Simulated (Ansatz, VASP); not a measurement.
Sb: VASP beside Ansatz

```
Sb
1.0
     3.16686    0.00000    0.00000
    -1.58343    3.09270    0.00000
     0.00000    0.00000    5.33000
Sb
2
Cartesian
  0.0000 2.0618 1.3325
  1.5834 1.0309 3.9975
```

Change from the starting cell: strain -0.0600 x Voigt [1, -1, 0, 0, 0, 0], atoms carried along.

Alike in both runs: task single point; functional r2SCAN; k mesh 18 × 18 × 10; occupations gaussian, width 0.15 eV; no spin polarisation.

|  | VASP | Ansatz |
| --- | --- | --- |
| version | VASP 6.6.1 | Ansatz 0.2.0 |
| potentials or method | VASP PAW PBE potentials, release 64 (Sb), cutoff 520 eV | scalar-relativistic, plane waves, PAW |
| valence electrons in the cell | 10 | 30 |

VASP gave:

- gap on the k mesh at the Fermi level (eV): none
- pressure (GPa): 3.0
- traceless stress, the component that is largest in VASP (GPa): 0.92
- rms of the force components (eV/Å): 0.075

Problem. What did Ansatz give for the same quantities?

Solution. gap on the k mesh at the Fermi level (eV): none; pressure (GPa): 3.1; traceless stress, the component that is largest in VASP (GPa): 0.89; rms of the force components (eV/Å): 0.074.

VASP's potentials were made for PBE, not for r2SCAN. Atom by atom the forces differ by 0.001 eV/Å (rms over components). A gap of «none» marks a metal or a gap that the smearing closes. With one functional, cell and mesh, what is left measures potentials, basis and numerics. VASP's potentials hold 10 valence electrons a cell and Ansatz's 30, so a difference there can come from the potentials and not from the codes.

Neither program's run includes spin-orbit coupling.
